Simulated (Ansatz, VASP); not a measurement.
# Two plane-wave programs on CdSe

```
Cd Se
1.0
     4.32848    0.00000    0.00000
    -2.16424    3.74857    0.00000
     0.00000    0.00000    7.06649
Cd Se
2 2
Cartesian
  2.1642 1.2495 3.5332
  0.0000 2.4990 0.0000
  2.1642 1.2495 6.2538
  0.0000 2.4990 2.7206
```

Alike in both runs: task single point; functional PBEsol; k mesh 7 × 7 × 4; occupations fermi-dirac, width 0.05 eV; non-collinear spin, spin-orbit coupling.

```csv
,VASP,Ansatz
version,VASP 6.6.1,Ansatz 0.2.0
potentials or method,"VASP PAW PBE potentials, release 64 (Cd, Se)",Ansatz PAW
plane-wave cutoff (eV),520,420
valence electrons in the cell,36,72
```

|  | VASP | Ansatz | Ansatz less VASP |
| --- | --- | --- | --- |
| pressure (GPa) | -0.5 | -0.9 | -0.33 |
| traceless stress, the component that is largest in VASP (GPa) | -1.10 | -1.05 | +0.053 |
| rms of the force components (eV/Å) | 0.147 | 0.141 | -0.0054 |
| net moment per atom (μB) | 0.00 | 0.00 | 0.000 |

VASP's potentials were made for PBE, not for PBEsol. Atom by atom the forces differ by 0.005 eV/Å (rms over components). VASP's potentials hold 36 valence electrons a cell and Ansatz's 72, so a difference there can come from the potentials and not from the codes.

Noted on Ansatz's run: odd divisions of the mesh miss points on the zone boundary, where band edges often lie, so the gap on the mesh can be too wide.
